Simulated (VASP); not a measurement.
Here is a VASP 6.6.1 calculation.

INCAR

```
SYSTEM = As
AGGAC = 1.0 ; AGGAX = 1.0
ALDAC = 0.0 ; ALDAX = 1.0
ALGO = Normal ; EDIFF = 1E-6
ENCUT = 520 ; GGA = B5
ISIF = 2 ; ISMEAR = -1
LASPH = .TRUE. ; LCHARG = .FALSE.
LREAL = .FALSE. ; LWAVE = .FALSE.
NBANDS = 8 ; NELM = 60
PREC = Accurate ; SIGMA = 0.1
```

File KPOINTS:

```
k-points
0
G
  13 13 13
  0 0 0
```

Contents of POSCAR:

```
As
1.0
    2.9218062260      0.0000000000      0.0000000000
    0.0000000000      2.9218062260      0.0000000000
    0.0000000000      0.0000000000      2.9218062260
As
1
Direct
    0.0000000000      0.0000000000      0.0000000000
```

Potentials or basis: VASP PAW PBE potentials, release 64 (As).

Command:

```bash
$ cat potpaw_PBE.64/As/POTCAR > POTCAR
$ mpirun -np 1 vasp_std > vasp.out
```

Task: What does it give for the pressure?

Result: -5.7 GPa.

Caveat: the PAW data sets were made with another functional, which shifts forces and pressure a little.
